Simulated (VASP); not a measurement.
Runs of VASP 6.6.1 on Bi. The structure is that of space group P4/mmm (No. 123), or close to it. The cells are those of the table. 

```tsv
task	cell	k mesh	cutoff (eV)	gap on the mesh (eV)	pressure (GPa)	relaxed volume (Å³/atom)
single point	a = 3.404, b = 3.404, c = 3.114 Å, 1 atom	4 × 4 × 6	520	none	0.0	-
relaxation of cell and atoms	relaxed from a = 3.404, b = 3.404, c = 3.114 Å, 1 atom	6 × 6 × 6	600	none	0.0	35.26
relaxation of cell and atoms	relaxed from a = 3.837, b = 3.837, c = 2.647 Å, 1 atom	4 × 4 × 6	600	none	-0.1	36.22
single point	a = 3.837, b = 3.837, c = 2.647 Å, 1 atom	4 × 4 × 6	520	none	(a)	-
```

Alike in all rows: level PBE; potentials or basis VASP PAW PBE potentials, release 64 (Bi_d); no spin polarisation; smearing gaussian 0.1 eV.

Problem. Estimate the missing entries.

Solution. (a) 13.1.

Caveats: some runs use coarse meshes; spin-orbit coupling is left out, which moves the levels of the heavy elements.

A k mesh can miss the band edges, and the runs leave out spin-orbit coupling on Bi.

A gap of «none» marks levels without a gap at the run's occupations.
